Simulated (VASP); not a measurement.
Wanted: the native input for a VASP 6.6.1 run.

```yaml
Task: relaxation of cell and atoms
Functional: PBE
Potentials_or_basis: VASP PAW PBE potentials, release 64 (Ga_d, Se, S)
Cutoff: 600 eV
k_mesh: 14 × 14 × 6
Occupations: gaussian, width 0.1 eV
Spin: no spin polarisation
Dipole_correction: no
Further_INCAR_settings: ALGO = Normal; EDIFF = 1e-07; IBRION = 2; EDIFFG = -0.01; NSW = 100; ISIF = 3
```

The structure of GaSeS2 lies in POSCAR:

```
GaSeS2
1.0
    3.5437229354      0.0000000000      0.0000000000
    0.0000000000      3.5437229354      0.0000000000
    0.0000000000      0.0000000000      7.2580336038
Ga Se S
1 1 2
Direct
    0.0000000000      0.0000000000      0.0000000000
    0.5000000000      0.5000000000      0.5000000000
    0.0000000000      0.5000000000      0.2026204105
    0.5000000000      0.0000000000      0.7973795895
```

The cell was generated, and may not be a known phase.

One way to write it, as run:

INCAR

```
ALGO     = Normal         # electronic algorithm
EDIFF    = 1E-7           # SCF threshold, eV
EDIFFG   = -0.01          # ionic threshold
ENCUT    = 600            # plane-wave cutoff, eV
GGA      = PE             # functional
IBRION   = 2              # ionic algorithm
ISIF     = 3              # what is computed and relaxed
ISMEAR   = 0              # smearing method
LASPH    = T              # aspherical terms in the spheres
LCHARG   = F              # write CHGCAR
LREAL    = F              # projectors in reciprocal space
LWAVE    = F              # write WAVECAR
NELM     = 80             # most SCF steps
NSW      = 100            # ionic steps
PREC     = Accurate       # precision mode
SIGMA    = 0.1            # smearing width, eV
```

KPOINTS

```
k-points
0
Gamma
  14 14 6
```

Potentials or basis: VASP PAW PBE potentials, release 64 (Ga_d, Se, S).

Run with:

```console
$ cat potpaw_PBE.64/Ga_d/POTCAR potpaw_PBE.64/Se/POTCAR potpaw_PBE.64/S/POTCAR > POTCAR
$ mpirun -np 1 vasp_std > vasp.out
```

It gave:

The relaxed volume is 22.71 Å³/atom. The relaxed cell is a = 3.522 Å, b = 3.522 Å, c = 7.325 Å, α = 90.00°, β = 90.00°, γ = 90.00°. The space group after relaxing (to 0.1 Å) is P-4m2 (No. 115) and the energy gained by relaxing is 0.8 meV/atom. The ionic steps are 6, the pressure after relaxing is 0.0 GPa and the largest force after relaxing is 0.006 eV/Å. The band gap on the k mesh is zero (an odd number of electrons rules out a gap without spin polarisation).

Run time: 6.6 min on 1 thread of Intel(R) Xeon(R) 6975P-C (Granite Rapids) (shared host), peak memory 0.47 GiB.
